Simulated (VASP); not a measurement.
# Cu (P6_3/mmc) in VASP: notebook

The runs below take Cu through single point, with r2SCAN.

Program: VASP 6.6.1. These are calculated values, not measurements. Logs are shortened: lines on timing, memory, paths and dates and some standing lists are left out, and cuts for length are marked.

**1. The cell of the first run**

The structure is hexagonal, space group P6_3/mmc (No. 194). The conventional cell has a = 2.534 Å, b = 2.534 Å, c = 4.113 Å, α = 90.00°, β = 90.00°, γ = 120.00°. Cu (site symmetry -6m2) has 12 Cu at 2.52 to 2.53 Å within 3.3 Å.

**2. Single point, r2SCAN**

File POSCAR:

```
Cu
1.0
    2.5340970000      0.0000000000      0.0000000000
   -1.2670480000      2.1945920000      0.0000000000
    0.0000000000      0.0000000000      4.1125710000
Cu
2
Direct
    0.3333333333      0.6666666667      0.2500000000
    0.6666666667      0.3333333333      0.7500000000
```

File INCAR.step1:

```
SYSTEM = Cu
PREC     = Accurate       ! precision mode
ENCUT    = 520            ! plane-wave cutoff, eV
ISMEAR   = -1             ! smearing method
SIGMA    = 0.1            ! smearing width, eV
LREAL    = .False.        ! projectors in reciprocal space
LASPH    = .True.         ! aspherical terms in the spheres
NELM     = 60             ! most SCF steps
NBANDS   = 18             ! bands
GGA      = PE             ! functional
ALGO     = Normal         ! electronic algorithm
EDIFF    = 1E-4           ! SCF threshold, eV
LWAVE    = .True.         ! write WAVECAR
LCHARG   = .False.        ! write CHGCAR
```

File INCAR.step2:

```
SYSTEM = Cu
PREC     = Accurate       ! precision mode
ENCUT    = 520            ! plane-wave cutoff, eV
EDIFF    = 1E-6           ! SCF threshold, eV
ISMEAR   = -1             ! smearing method
SIGMA    = 0.1            ! smearing width, eV
LREAL    = .False.        ! projectors in reciprocal space
LASPH    = .True.         ! aspherical terms in the spheres
NELM     = 60             ! most SCF steps
ALGO     = Normal         ! electronic algorithm
ISIF     = 2              ! what is computed and relaxed
LWAVE    = .False.        ! write WAVECAR
LCHARG   = .False.        ! write CHGCAR
METAGGA  = R2SCAN         ! meta-GGA
LMIXTAU  = .True.       
NBANDS   = 18             ! bands
ISTART   = 1
```

File KPOINTS:

```
Automatic mesh
0
Gamma
  16 16 9
  0 0 0
```

Potentials or basis: VASP PAW PBE potentials, release 64 (Cu).

On the command line:

```
cat potpaw_PBE.64/Cu/POTCAR > POTCAR
cp INCAR.step1 INCAR
mpirun -np 1 vasp_std > vasp.out
cp INCAR.step2 INCAR
mpirun -np 1 vasp_std > vasp.out
```

OUTCAR:

```text
SYSTEM = Cu
   PREC = Accurate
   ENCUT = 520
   EDIFF = 1E-6
   ISMEAR = -1
   LREAL = .False.
   LASPH = .True.
   NELM = 60
   ISIF = 2
   METAGGA = R2SCAN
   ISTART = 1

 ion  position               nearest neighbor table
   1  0.333  0.667  0.250-   2 2.52   2 2.52   2 2.52   2 2.52   2 2.52   2 2.52
   2  0.667  0.333  0.750-   1 2.52   1 2.52   1 2.52   1 2.52   1 2.52   1 2.52

  LATTYP: Found a hexagonal cell.
 ALAT       =     2.5340970000
 C/A-ratio  =     1.6228940723

  Lattice vectors:

 A1 = (   2.5340970000,   0.0000000000,   0.0000000000)
 A2 = (  -1.2670480000,   2.1945920000,   0.0000000000)
 A3 = (   0.0000000000,   0.0000000000,   4.1125710000)

Analysis of symmetry for initial positions (statically):
=====================================================================
 Subroutine PRICEL returns:
 Original cell was already a primitive cell.

 Routine SETGRP: Setting up the symmetry group for a
 hexagonal supercell.

 Subroutine GETGRP returns: Found 24 space group operations
 (whereof 12 operations were pure point group operations)
 out of a pool of 24 trial point group operations.

The static configuration has the point symmetry D_3d.
 The point group associated with its full space group is D_6h.

Analysis of symmetry for dynamics (positions and initial velocities):
=====================================================================
 Subroutine PRICEL returns:
 Original cell was already a primitive cell.

 Routine SETGRP: Setting up the symmetry group for a
 hexagonal supercell.

 Subroutine GETGRP returns: Found 24 space group operations
 (whereof 12 operations were pure point group operations)
 out of a pool of 24 trial point group operations.

The dynamic configuration has the point symmetry D_3d.
 The point group associated with its full space group is D_6h.

 Subroutine INISYM returns: Found 24 space group operations
 (whereof 12 operations are pure point group operations),
 and found     1 'primitive' translations

----------------------------------------------------------------------------------------

                                     Primitive cell

  volume of cell :      22.8713

  direct lattice vectors                    reciprocal lattice vectors
     2.534097000  0.000000000  0.000000000     0.394617886  0.227832692  0.000000000
[... 75 lines left out ...]
   NGXF,Y,Z  is equivalent  to a cutoff of  26.24, 26.24, 25.87 a.u.
 SYSTEM =  Cu
   PREC   = accura    normal or accurate (medium, high low for compatibility)
   ISTART =      1    job   : 0-new  1-cont  2-samecut
   ICHARG =      0    charge: 1-file 2-atom 10-const
   ISPIN  =      1    spin polarized calculation?
   LNONCOLLINEAR =      F non collinear calculations
   LSORBIT =      F    spin-orbit coupling
   LASPH  =      T    aspherical Exc in radial PAW
   ENCUT  =  520.0 eV  38.22 Ry    6.18 a.u.   4.71  4.71  7.65*2*pi/ulx,y,z
   NELM   =     60;   NELMIN=  2; NELMDL=  0     # of ELM steps
   EDIFF  = 0.1E-05   stopping-criterion for ELM
   LREAL  =      F    real-space projection
   EDIFFG = 0.1E-04   stopping-criterion for IOM
   NSW    =      0    number of steps for IOM
   IBRION =     -1    ionic relax: 0-MD 1-quasi-New 2-CG
   NFREE  =      0    steps in history (QN), initial steepest desc. (CG)
   ISIF   =      2    stress and relaxation
   ISYM   =      2    0-nonsym 1-usesym 2-fastsym
   POTIM  = 0.5000    time-step for ionic-motion
   TEBEG  =    0.0;   TEEND  =   0.0 temperature during run
   PSTRESS=    0.0 pullay stress
   NELECT =      22.0000    total number of electrons
   NUPDOWN=      -1.0000    fix difference up-down
   EMIN   =  10.00;   EMAX   =-10.00  energy-range for DOS
   EFERMI =   0.00;   METHOD = LEGACY
   ISMEAR =    -1;   SIGMA  =   0.10  broadening in eV -4-tet -1-fermi 0-gaus
   EFERMI_NEDOS =   21; number of points for ismear=-14 and -15
   IALGO  =     38    algorithm
   IMIX   =      4    mixing-type and parameters
     AMIX     =   0.40;   BMIX     =  1.00
     AMIX_MAG =   1.60;   BMIX_MAG =  1.00
  volume/ion in A,a.u.               =      11.44        77.17
  Fermi-wavevector in a.u.,A,eV,Ry     =   1.616041  3.053874 35.532798  2.611587
  Thomas-Fermi vector in A             =   2.710691
   LORBIT       =      0    0 simple, 1 ext, 2 COOP (PROOUT), +10 PAW based schemes
   METAGGA = R2SCAN    functional components
   LHFCALC =     F    Hartree Fock is set to
   AEXX    =    0.0000 exact exchange contribution
   IVDW    =     0    specifies the selected vdW correction
   LEPSILON=     F    determine dielectric tensor
   LRPA    =     F    only Hartree local field effects (RPA)
 non-spin polarized calculation
  energy-cutoff  :      520.00
  volume of cell :       22.87
 maximum number of plane-waves:       634
 NGX is ok and might be reduce to    20
   NGX =  9   NGY =  9   NGZ = 15

 number of electron      21.9999980 magnetization

 Free energy of the ion-electron system (eV)
  ---------------------------------------------------
  ext. energy  EPLUGINS =         0.00000000
  ---------------------------------------------------
  free energy    TOTEN  =       -21.64325893 eV

  energy without entropy =      -21.62390028  energy(sigma->0) =      -21.63357961

 E-fermi :   7.7657     XC(G=0): -13.9621

 val. band max:        7.7639444288   @ k =   0.5000   0.0000   0.0000
 cond. band min:       7.7876713009   @ k =   0.3750   0.1250   0.3333
 fundamental gap:      0.0237268722
 Fermi energy:         7.7657030018

 k-point     1 :       0.0000    0.0000    0.0000
  band No.  band energies     occupation
      1      -2.1251      2.00000
      2       2.3864      2.00000
      3       4.5804      2.00000
      4       4.6152      2.00000
      5       4.6154      2.00000
      6       4.8427      2.00000
[... 481 lines left out ...]
      5       4.3926      2.00000
      6       4.7752      2.00000
[... 10 lines left out ...]
     17      24.8421      0.00000
     18      25.6852      0.00000

 [... further k-points ...]
[... 5 lines left out ...]
  --------------------------------------------------------------------------------------
  -------------------------------------------------------------------------------------
  Total        0.0836959      0.0836959      0.2826017      0.0000000     -0.0000000      0.0000000
  in kB        5.8630597      5.8630576     19.7967982      0.0000013     -0.0000000      0.0000000
  external PRESSURE =      10.5076385 kB  Pullay stress =       0.0000000 kB

 VOLUME and BASIS-vectors are now :
 -----------------------------------------------------------------------------
  energy-cutoff  :      520.00
  volume of cell :       22.87
      direct lattice vectors                 reciprocal lattice vectors
     2.534097000  0.000000000  0.000000000     0.394617886  0.227832692  0.000000000
    -1.267048000  2.194592000  0.000000000     0.000000000  0.455665563  0.000000000
     0.000000000  0.000000000  4.112571000     0.000000000  0.000000000  0.243156896

 POSITION                                       TOTAL-FORCE (eV/Angst)
 -----------------------------------------------------------------------------------
      0.00000      1.46306      1.02814         0.000000     -0.000000      0.000000
      1.26705      0.73153      3.08443        -0.000000      0.000000      0.000000
 -----------------------------------------------------------------------------------
    total drift:                                0.000000     -0.000000      0.000000

  FREE ENERGIE OF THE ION-ELECTRON SYSTEM (eV)
  ---------------------------------------------------
  free  energy   TOTEN  =       -21.6432589334 eV

  energy  without entropy=      -21.6239002835  energy(sigma->0) =      -21.63357961
```

Run time: 1.9 min. Hardware: 1 thread of Intel Xeon 6975P-C (Granite Rapids), shared host; peak memory 0.17 GiB.

Results:

| Item | Value |
| --- | --- |
| Free energy | -21.6433 eV |
| Pressure | 1.1 GPa |
| Band gap on the k mesh | zero (band 11 reaches 11.32 eV, above the bottom of band 12 at 5.75 eV) |

Stress tensor (GPa, compression positive):
```
0.59 0.00 0.00
0.00 0.59 0.00
0.00 0.00 1.98
```

Caveat: the PAW data sets were made with another functional, which shifts forces and pressure a little.

[end of part 1 of 2]
